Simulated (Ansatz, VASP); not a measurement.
**One calculation of HCl, two programs**

```
H Cl
1.0
     0.00000    2.67500    2.85500
     2.64075    0.00000    2.85500
     2.64075    2.67500    0.00000
H Cl
1 1
Cartesian
  0.0000 0.0000 0.0000
  2.6408 2.6750 2.8550
```

Change from the starting cell: strain +0.0500 x Voigt [1, 0, 0, 0, 0, 0], atoms carried along.

Alike in both runs: task single point; functional LDA; k mesh 16 × 16 × 16; occupations gaussian, width 0.15 eV; no spin polarisation.

|  | VASP | Ansatz |
| --- | --- | --- |
| version | VASP 6.6.1 | Ansatz 0.2.0 |
| potentials or method | VASP PAW LDA potentials, release 64 (H, Cl), cutoff 520 eV | scalar-relativistic, plane waves, PAW |
| valence electrons in the cell | 8 | 8 |

|  | VASP | Ansatz | Ansatz less VASP |
| --- | --- | --- | --- |
| gap on the k mesh at the Fermi level (eV) | none | none | - |
| pressure (GPa) | -11.5 | -11.5 | +0.07 |
| traceless stress, the component that is largest in VASP (GPa) | 3.31 | 3.30 | -0.004 |

LDA's correlation is that of Perdew and Zunger in VASP and of Perdew and Wang (1992) in Ansatz. A gap of «none» marks a metal or a gap that the smearing closes.
